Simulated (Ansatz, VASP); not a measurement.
**Two plane-wave programs on Al3GaN4**

```
CELL_PARAMETERS angstrom
4.40124 0.00000 0.00000
0.00000 4.40124 0.00000
0.00000 0.00000 4.40124
ATOMIC_POSITIONS crystal
Al 0.50000 0.50000 0.00000
Al 0.50000 0.00000 0.50000
Al 0.00000 0.50000 0.50000
Ga 0.00984 0.00984 0.00984
N 0.74446 0.74446 0.25554
N 0.74446 0.25554 0.74446
N 0.25554 0.74446 0.74446
N 0.25554 0.25554 0.25554
```

Change from the starting cell: all Ga atoms moved +0.075 Å, as atom 4 along Cartesian [1 1 1].

Alike in both runs: task single point; functional r2SCAN; k mesh 6 × 6 × 6; occupations gaussian, width 0.05 eV; no spin polarisation.

|  | VASP | Ansatz |
| --- | --- | --- |
| version | VASP 6.6.1 | Ansatz 0.2.0 |
| potentials or method | VASP PAW PBE potentials, release 64 (Al, Ga_d, N), cutoff 520 eV | scalar-relativistic, plane waves, PAW |
| valence electrons in the cell | 42 | 42 |

```tsv
	VASP	Ansatz	Ansatz less VASP
gap on the k mesh at the Fermi level (eV)	3.84	3.85	+0.006
least direct gap on the mesh (eV)	3.84	3.85	+0.006
pressure (GPa)	0.2	0.2	+0.01
traceless stress, the component that is largest in VASP (GPa)	0.94	0.91	-0.030
rms of the force components (eV/Å)	0.393	0.387	-0.0056
```

VASP's potentials were made for PBE, not for r2SCAN. Atom by atom the forces differ by 0.031 eV/Å (rms over components).
